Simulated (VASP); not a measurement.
# MgO (P6_3/mmc) in VASP: further runs

Runs on MgO. Level: r2SCAN. Tasks: single point.

All numbers are computed with VASP 6.6.1; they aren't measurements. Logs are shortened: lines on timing, memory, paths and dates and some standing lists are left out, and cuts for length are marked.

### 1 The cell of the first run

The structure is hexagonal, space group P6_3/mmc (No. 194). The conventional cell has a = 3.484 Å, b = 3.484 Å, c = 4.185 Å, α = 90.00°, β = 90.00°, γ = 120.00°. Mg (site symmetry -6m2) has 5 O at 2.01 to 2.09 Å within 2.7 Å. O (site symmetry -6m2) has 5 Mg at 2.01 to 2.09 Å within 2.7 Å.

### 2 Single point, r2SCAN

POSCAR reads:

```
MgO
1.0
    3.4840198093      0.0000000000      0.0000000000
   -1.7420099047      3.0172496621      0.0000000000
    0.0000000000      0.0000000000      4.1853204648
Mg O
2 2
Direct
    0.3333333333      0.6666666667      0.2500000000
    0.6666666667      0.3333333333      0.7500000000
    0.6666666667      0.3333333333      0.2500000000
    0.3333333333      0.6666666667      0.7500000000
```

INCAR.step1 reads:

```
SYSTEM = MgO
PREC     = Accurate       ! precision mode
ENCUT    = 920            ! plane-wave cutoff, eV
ISMEAR   = 0              ! smearing method
SIGMA    = 0.01           ! smearing width, eV
LREAL    = .False.        ! projectors in reciprocal space
LASPH    = .True.         ! aspherical terms in the spheres
NELM     = 120            ! most SCF steps
NBANDS   = 24             ! bands
GGA      = PE             ! functional
ALGO     = Normal         ! electronic algorithm
EDIFF    = 1E-5           ! SCF threshold, eV
LWAVE    = .True.         ! write WAVECAR
LCHARG   = .False.        ! write CHGCAR
GGA_COMPAT= .False.
```

INCAR.step2 reads:

```
SYSTEM = MgO
PREC     = Accurate       ! precision mode
ENCUT    = 920            ! plane-wave cutoff, eV
EDIFF    = 1E-6           ! SCF threshold, eV
ISMEAR   = 0              ! smearing method
SIGMA    = 0.01           ! smearing width, eV
LREAL    = .False.        ! projectors in reciprocal space
LASPH    = .True.         ! aspherical terms in the spheres
NELM     = 120            ! most SCF steps
ALGO     = Normal         ! electronic algorithm
ISIF     = 2              ! what is computed and relaxed
LWAVE    = .False.        ! write WAVECAR
LCHARG   = .False.        ! write CHGCAR
METAGGA  = R2SCAN         ! meta-GGA
LMIXTAU  = .True.       
NBANDS   = 24             ! bands
ISTART   = 1            
GGA_COMPAT= .False.
```

KPOINTS reads:

```
regular mesh
0
Gamma
  12 12 6
  0 0 0
```

Potentials or basis: VASP PAW PBE potentials, release 64 (Mg_sv, O).

On the command line:

```bash
> cat potpaw_PBE.64/Mg_sv/POTCAR potpaw_PBE.64/O/POTCAR > POTCAR
> cp INCAR.step1 INCAR
> mpirun -np 1 vasp_std > vasp.out
> cp INCAR.step2 INCAR
> mpirun -np 1 vasp_std > vasp.out
```

OUTCAR:

```text
SYSTEM = MgO
   PREC = Accurate
   ENCUT = 920
   EDIFF = 1E-6
   ISMEAR = 0
   LREAL = .False.
   LASPH = .True.
   NELM = 120
   ISIF = 2
   METAGGA = R2SCAN
   ISTART = 1

 ion  position               nearest neighbor table
   1  0.333  0.667  0.250-   3 2.01   3 2.01   3 2.01   4 2.09   4 2.09
   2  0.667  0.333  0.750-   4 2.01   4 2.01   4 2.01   3 2.09   3 2.09
   3  0.667  0.333  0.250-   1 2.01   1 2.01   1 2.01   2 2.09   2 2.09
   4  0.333  0.667  0.750-   2 2.01   2 2.01   2 2.01   1 2.09   1 2.09

  LATTYP: Found a hexagonal cell.
 ALAT       =     3.4840198093
 C/A-ratio  =     1.2012906625

  Lattice vectors:

 A1 = (   3.4840198093,   0.0000000000,   0.0000000000)
 A2 = (  -1.7420099047,   3.0172496621,   0.0000000000)
 A3 = (   0.0000000000,   0.0000000000,   4.1853204648)

Analysis of symmetry for initial positions (statically):
=====================================================================
 Subroutine PRICEL returns:
 Original cell was already a primitive cell.

 Routine SETGRP: Setting up the symmetry group for a
 hexagonal supercell.

 Subroutine GETGRP returns: Found 24 space group operations
 (whereof 12 operations were pure point group operations)
 out of a pool of 24 trial point group operations.

The static configuration has the point symmetry D_3d.
 The point group associated with its full space group is D_6h.

Analysis of symmetry for dynamics (positions and initial velocities):
=====================================================================
 Subroutine PRICEL returns:
 Original cell was already a primitive cell.

 Routine SETGRP: Setting up the symmetry group for a
 hexagonal supercell.

 Subroutine GETGRP returns: Found 24 space group operations
 (whereof 12 operations were pure point group operations)
 out of a pool of 24 trial point group operations.

The dynamic configuration has the point symmetry D_3d.
 The point group associated with its full space group is D_6h.

 Subroutine INISYM returns: Found 24 space group operations
 (whereof 12 operations are pure point group operations),
 and found     1 'primitive' translations

----------------------------------------------------------------------------------------

                                     Primitive cell

  volume of cell :      43.9967

  direct lattice vectors                    reciprocal lattice vectors
     3.484019809  0.000000000  0.000000000     0.287024774  0.165713831  0.000000000
    -1.742009905  3.017249662  0.000000000     0.000000000  0.331427662  0.000000000
     0.000000000  0.000000000  4.185320465     0.000000000  0.000000000  0.238930330

  length of vectors
     3.484019809  3.484019809  4.185320465     0.331427662  0.331427662  0.238930330

  position of ions in fractional coordinates (direct lattice)
     0.333333333  0.666666667  0.250000000
     0.666666667  0.333333333  0.750000000
     0.666666667  0.333333333  0.250000000
     0.333333333  0.666666667  0.750000000

  ion indices of the primitive-cell ions
   primitive index   ion index
                 1           1
                 2           2
                 3           3
                 4           4

----------------------------------------------------------------------------------------

 KPOINTS: regular mesh

Automatic generation of k-mesh.
 Grid dimensions read from file:
 generate k-points for:   12   12    6

 Generating k-lattice:

  Cartesian coordinates                     Fractional coordinates (reciprocal lattice)
     0.023918731  0.013809486  0.000000000     0.083333333 -0.000000000  0.000000000
     0.000000000  0.027618972  0.000000000     0.000000000  0.083333333  0.000000000
     0.000000000  0.000000000  0.039821722     0.000000000  0.000000000  0.166666667

  Length of vectors
     0.027618972  0.027618972  0.039821722

  Shift w.r.t. Gamma in fractional coordinates (k-lattice)
     0.000000000  0.000000000  0.000000000

 Subroutine IBZKPT returns following result:
 ===========================================

 Found     76 irreducible k-points:

 Following reciprocal coordinates:
            Coordinates               Weight
  0.000000  0.000000  0.000000      1.000000
  0.083333 -0.000000  0.000000      6.000000
  0.166667  0.000000  0.000000      6.000000
  0.250000  0.000000  0.000000      6.000000
  0.333333 -0.000000  0.000000      6.000000
  0.416667  0.000000  0.000000      6.000000
[... 16 lines left out ...]
  0.250000  0.000000  0.166667     12.000000
  0.333333 -0.000000  0.166667     12.000000
 [... further k-points ...]
   k-points           NKPTS =     76   k-points in BZ     NKDIM =     76   number of bands    NBANDS=     24
   number of dos      NEDOS =    301   number of ions     NIONS =      4
   total plane-waves  NPLWV =  54432
   dimension x,y,z NGX =    36 NGY =   36 NGZ =   42
   dimension x,y,z NGXF=    72 NGYF=   72 NGZF=   84
   ions per type =               2   2
   NGX,Y,Z   is equivalent  to a cutoff of  17.18, 17.18, 16.68 a.u.
   NGXF,Y,Z  is equivalent  to a cutoff of  34.36, 34.36, 33.37 a.u.
 SYSTEM =  MgO
   PREC   = accura    normal or accurate (medium, high low for compatibility)
   ISTART =      1    job   : 0-new  1-cont  2-samecut
   ICHARG =      0    charge: 1-file 2-atom 10-const
   ISPIN  =      1    spin polarized calculation?
   LNONCOLLINEAR =      F non collinear calculations
   LSORBIT =      F    spin-orbit coupling
   LASPH  =      T    aspherical Exc in radial PAW
   ENCUT  =  920.0 eV  67.62 Ry    8.22 a.u.   8.62  8.62 10.35*2*pi/ulx,y,z
   NELM   =    120;   NELMIN=  2; NELMDL=  0     # of ELM steps
   EDIFF  = 0.1E-05   stopping-criterion for ELM
   LREAL  =      F    real-space projection
   EDIFFG = 0.1E-04   stopping-criterion for IOM
   NSW    =      0    number of steps for IOM
   IBRION =     -1    ionic relax: 0-MD 1-quasi-New 2-CG
   NFREE  =      0    steps in history (QN), initial steepest desc. (CG)
   ISIF   =      2    stress and relaxation
   ISYM   =      2    0-nonsym 1-usesym 2-fastsym
   POTIM  = 0.5000    time-step for ionic-motion
   TEBEG  =    0.0;   TEEND  =   0.0 temperature during run
   PSTRESS=    0.0 pullay stress
   NELECT =      32.0000    total number of electrons
   NUPDOWN=      -1.0000    fix difference up-down
   EMIN   =  10.00;   EMAX   =-10.00  energy-range for DOS
   EFERMI =   0.00;   METHOD = LEGACY
   ISMEAR =     0;   SIGMA  =   0.01  broadening in eV -4-tet -1-fermi 0-gaus
   EFERMI_NEDOS =   21; number of points for ismear=-14 and -15
   IALGO  =     38    algorithm
   IMIX   =      4    mixing-type and parameters
     AMIX     =   0.40;   BMIX     =  1.00
     AMIX_MAG =   1.60;   BMIX_MAG =  1.00
  volume/ion in A,a.u.               =      11.00        74.23
  Fermi-wavevector in a.u.,A,eV,Ry     =   1.472260  2.782169 29.491317  2.167551
  Thomas-Fermi vector in A             =   2.587297
   LORBIT       =      0    0 simple, 1 ext, 2 COOP (PROOUT), +10 PAW based schemes
   METAGGA = R2SCAN    functional components
   LHFCALC =     F    Hartree Fock is set to
   AEXX    =    0.0000 exact exchange contribution
   IVDW    =     0    specifies the selected vdW correction
   LEPSILON=     F    determine dielectric tensor
   LRPA    =     F    only Hartree local field effects (RPA)
 non-spin polarized calculation
 Gauss-broadening in eV      SIGMA  =   0.01
  energy-cutoff  :      920.00
  volume of cell :       44.00
 maximum number of plane-waves:      2817
 NGX is ok and might be reduce to    36
   NGX = 17   NGY = 17   NGZ = 21

 number of electron      31.9999996 magnetization

 Free energy of the ion-electron system (eV)
  ---------------------------------------------------
  ext. energy  EPLUGINS =         0.00000000
  ---------------------------------------------------
  free energy    TOTEN  =       -32.05730789 eV

  energy without entropy =      -32.05730789  energy(sigma->0) =      -32.05730789

 E-fermi :   1.4105     XC(G=0): -10.9391

 val. band max:        1.3650152036   @ k =   0.0000   0.0000   0.0000
 cond. band min:       5.4636247961   @ k =   0.0000   0.0000   0.0000
 fundamental gap:      4.0986095925
 Fermi energy:         1.4105198953

 k-point     1 :       0.0000    0.0000    0.0000
  band No.  band energies     occupation
      1     -73.5427      2.00000
      2     -73.5311      2.00000
      3     -38.6930      2.00000
      4     -38.6733      2.00000
      5     -38.6733      2.00000
      6     -38.6470      2.00000
[... 16 lines left out ...]
     23      18.1060      0.00000
     24      18.2558      0.00000

 k-point     2 :       0.0833   -0.0000    0.0000
  band No.  band energies     occupation
      1     -73.5426      2.00000
      2     -73.5313      2.00000
      3     -38.6918      2.00000
      4     -38.6742      2.00000
      5     -38.6739      2.00000
      6     -38.6485      2.00000
[... 16 lines left out ...]
     23      17.7537      0.00000
     24      17.9190      0.00000

 k-point     3 :       0.1667    0.0000    0.0000
  band No.  band energies     occupation
      1     -73.5419      2.00000
      2     -73.5317      2.00000
      3     -38.6883      2.00000
      4     -38.6768      2.00000
      5     -38.6755      2.00000
      6     -38.6524      2.00000
[... 16 lines left out ...]
     23      17.1637      0.00000
     24      17.2905      0.00000
[... 514 lines left out ...]
 k-point    23 :       0.2500    0.0000    0.1667
  band No.  band energies     occupation
      1     -73.5403      2.00000
      2     -73.5329      2.00000
      3     -38.6915      2.00000
      4     -38.6756      2.00000
      5     -38.6680      2.00000
      6     -38.6634      2.00000
[... 16 lines left out ...]
     23      16.8643      0.00000
     24      17.1795      0.00000

 k-point    24 :       0.3333   -0.0000    0.1667
  band No.  band energies     occupation
      1     -73.5393      2.00000
      2     -73.5335      2.00000
      3     -38.6936      2.00000
      4     -38.6775      2.00000
      5     -38.6719      2.00000
      6     -38.6623      2.00000
[... 16 lines left out ...]
     23      16.6688      0.00000
     24      16.9874      0.00000

 [... further k-points ...]

------------------------ aborting loop because EDIFF is reached ----------------------------------------

  FORCE on cell =-STRESS in cart. coord.  units (eV):
  Direction    XX          YY          ZZ          XY          YZ          ZX
  --------------------------------------------------------------------------------------
  -------------------------------------------------------------------------------------
  Total        0.1474670      0.1474670      0.1369825     -0.0000000      0.0000000      0.0000000
  in kB        5.3701313      5.3701313      4.9883306     -0.0000000      0.0000000      0.0000000
  external PRESSURE =       5.2428644 kB  Pullay stress =       0.0000000 kB

 VOLUME and BASIS-vectors are now :
 -----------------------------------------------------------------------------
  energy-cutoff  :      920.00
  volume of cell :       44.00
      direct lattice vectors                 reciprocal lattice vectors
     3.484019809  0.000000000  0.000000000     0.287024774  0.165713831  0.000000000
    -1.742009905  3.017249662  0.000000000     0.000000000  0.331427662  0.000000000
     0.000000000  0.000000000  4.185320465     0.000000000  0.000000000  0.238930330

 POSITION                                       TOTAL-FORCE (eV/Angst)
 -----------------------------------------------------------------------------------
     -0.00000      2.01150      1.04633         0.000000     -0.000000      0.000000
      1.74201      1.00575      3.13899        -0.000000      0.000000      0.000000
      1.74201      1.00575      1.04633        -0.000000      0.000000      0.000000
     -0.00000      2.01150      3.13899         0.000000     -0.000000      0.000000
 -----------------------------------------------------------------------------------
    total drift:                               -0.000000      0.000000     -0.000000

  FREE ENERGIE OF THE ION-ELECTRON SYSTEM (eV)
  ---------------------------------------------------
  free  energy   TOTEN  =       -32.0573078945 eV

  energy  without entropy=      -32.0573078945  energy(sigma->0) =      -32.05730789
```

It took 7.2 min on 1 thread of Intel Xeon Platinum 8259CL at 2.50GHz (Skylake/Cascade Lake), shared host; peak memory 0.33 GiB.

What came out:

```yaml
Free_energy: -32.0573 eV
Pressure: 0.5 GPa
Band_gap_on_the_k_mesh: 4.10 eV
```

Caveat: the PAW data sets were made with another functional, which shifts forces and pressure a little. A k mesh can miss the band edges.

### 3 Single point, r2SCAN (10.67 Å³/atom)

This run uses another cell than the first one, of 10.67 Å³/atom.

POSCAR reads:

```
MgO
1.0
    3.4488252838      0.0000000000      0.0000000000
   -1.7244126419      2.9867703089      0.0000000000
    0.0000000000      0.0000000000      4.1430416099
Mg O
2 2
Direct
    0.3333333333      0.6666666667      0.2500000000
    0.6666666667      0.3333333333      0.7500000000
    0.6666666667      0.3333333333      0.2500000000
    0.3333333333      0.6666666667      0.7500000000
```

INCAR.step1 reads:

```
ALGO     = Normal         # electronic algorithm
EDIFF    = 1E-5           # SCF threshold, eV
ENCUT    = 920            # plane-wave cutoff, eV
GGA      = PE             # functional
GGA_COMPAT= F            
ISMEAR   = 0              # smearing method
LASPH    = T              # aspherical terms in the spheres
LCHARG   = F              # write CHGCAR
LREAL    = F              # projectors in reciprocal space
LWAVE    = T              # write WAVECAR
NBANDS   = 24             # bands
NELM     = 120            # most SCF steps
PREC     = Accurate       # precision mode
SIGMA    = 0.01           # smearing width, eV
```

INCAR.step2 reads:

```
ALGO     = Normal         # electronic algorithm
EDIFF    = 1E-6           # SCF threshold, eV
ENCUT    = 920            # plane-wave cutoff, eV
GGA_COMPAT= F            
ISIF     = 2              # what is computed and relaxed
ISMEAR   = 0              # smearing method
ISTART   = 1            
LASPH    = T              # aspherical terms in the spheres
LCHARG   = F              # write CHGCAR
LMIXTAU  = T            
LREAL    = F              # projectors in reciprocal space
LWAVE    = F              # write WAVECAR
METAGGA  = R2SCAN         # meta-GGA
NBANDS   = 24             # bands
NELM     = 120            # most SCF steps
PREC     = Accurate       # precision mode
SIGMA    = 0.01           # smearing width, eV
```

KPOINTS reads:

```
k-points
0
Gamma
  9 9 6
```

Potentials or basis: VASP PAW PBE potentials, release 64 (Mg_sv, O).

On the command line:

```bash
> cat potpaw_PBE.64/Mg_sv/POTCAR potpaw_PBE.64/O/POTCAR > POTCAR
> cp INCAR.step1 INCAR
> mpirun -np 1 vasp_std > vasp.out
> cp INCAR.step2 INCAR
> mpirun -np 1 vasp_std > vasp.out
```

Run time: 2.9 min. Hardware: 1 thread of Intel Xeon Platinum 8488C (Sapphire Rapids), shared host; peak memory 0.28 GiB.

Results (log left out):

- Free energy: -32.0322 eV
- Pressure: 5.1 GPa
- Band gap on the k mesh: 4.26 eV

Stress tensor (GPa, compression positive):
```
5.00 0.00 0.00
0.00 5.00 0.00
0.00 0.00 5.35
```

Levels at points of the mesh, in eV from the valence-band top:
```tsv
k point	band 13	band 14	band 15	band 16	band 17	band 18	band 19	band 20
(0.00, 0.00, 0.00)	-1.82	-0.88	-0.88	0.00	4.26	10.69	13.43	13.73
(0.00, 0.00, 0.50)	-1.37	-1.37	-1.37	-1.37	7.33	7.33	14.11	14.11
```

Caveat: the cell stands under pressure; the PAW data sets were made with another functional, which shifts forces and pressure a little.
